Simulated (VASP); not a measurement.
Set up this calculation in VASP 6.6.1, as the native input.

```yaml
Task: single point
Functional: r2SCAN
Potentials_or_basis: VASP PAW PBE potentials, release 64 (Re)
Cutoff: 520 eV
k_mesh: 18 × 18 × 10
Occupations: gaussian, width 0.1 eV
Spin: no spin polarisation
Dipole_correction: no
Further_INCAR_settings: ALGO = Normal; EDIFF = 1e-07; NBANDS = 14
```

Crystal: Re.

```
CELL_PARAMETERS angstrom
2.78534 0.00000 0.00000
-1.39267 2.41217 0.00000
0.00000 0.00000 4.50644
ATOMIC_POSITIONS crystal
Re 0.33333 0.66667 0.25000
Re 0.66667 0.33333 0.75000
```

This cell differs from its parent crystal: volume scaled by 1.03, then relaxed in part.

The input as run:

POSCAR

```
Re
1.0
    2.7853352982      0.0000000000      0.0000000000
   -1.3926676491      2.4121711263      0.0000000000
    0.0000000000      0.0000000000      4.5064375397
Re
2
Direct
    0.3333333333      0.6666666667      0.2500000000
    0.6666666667      0.3333333333      0.7500000000
```

INCAR.step1

```
SYSTEM = Re
PREC     = Accurate       ! precision mode
ENCUT    = 520            ! plane-wave cutoff, eV
ISMEAR   = 0              ! smearing method
SIGMA    = 0.1            ! smearing width, eV
LREAL    = .FALSE.        ! projectors in reciprocal space
LASPH    = .TRUE.         ! aspherical terms in the spheres
NELM     = 100            ! most SCF steps
NBANDS   = 14             ! bands
GGA      = PE             ! functional
ALGO     = Normal         ! electronic algorithm
EDIFF    = 1E-4           ! SCF threshold, eV
LWAVE    = .TRUE.         ! write WAVECAR
LCHARG   = .FALSE.        ! write CHGCAR
```

INCAR.step2

```
SYSTEM = Re
PREC     = Accurate       ! precision mode
ENCUT    = 520            ! plane-wave cutoff, eV
EDIFF    = 1E-7           ! SCF threshold, eV
ISMEAR   = 0              ! smearing method
SIGMA    = 0.1            ! smearing width, eV
LREAL    = .FALSE.        ! projectors in reciprocal space
LASPH    = .TRUE.         ! aspherical terms in the spheres
NELM     = 100            ! most SCF steps
ALGO     = Normal         ! electronic algorithm
ISIF     = 2              ! what is computed and relaxed
LWAVE    = .FALSE.        ! write WAVECAR
LCHARG   = .FALSE.        ! write CHGCAR
METAGGA  = R2SCAN         ! meta-GGA
LMIXTAU  = .TRUE.       
NBANDS   = 14             ! bands
ISTART   = 1
```

KPOINTS

```
Automatic mesh
0
G
  18 18 10
  0 0 0
```

Potentials or basis: VASP PAW PBE potentials, release 64 (Re).

Run with:

```sh
$ cat potpaw_PBE.64/Re/POTCAR > POTCAR
$ cp INCAR.step1 INCAR
$ mpirun -np 1 vasp_std > vasp.out
$ cp INCAR.step2 INCAR
$ mpirun -np 1 vasp_std > vasp.out
```

It gave:

```
Pressure               : -10.9 GPa
Band gap on the k mesh : zero (band 7 reaches 8.70 eV, above the bottom of band 8 at 5.67 eV)
```

Caveat: the PAW data sets were made with another functional, which shifts forces and pressure a little; spin-orbit coupling is left out, which moves the levels of the heavy elements.

It took 2.5 min on 1 thread of Intel(R) Xeon(R) 6975P-C (Granite Rapids), with other jobs on the host, peak memory 0.22 GiB.
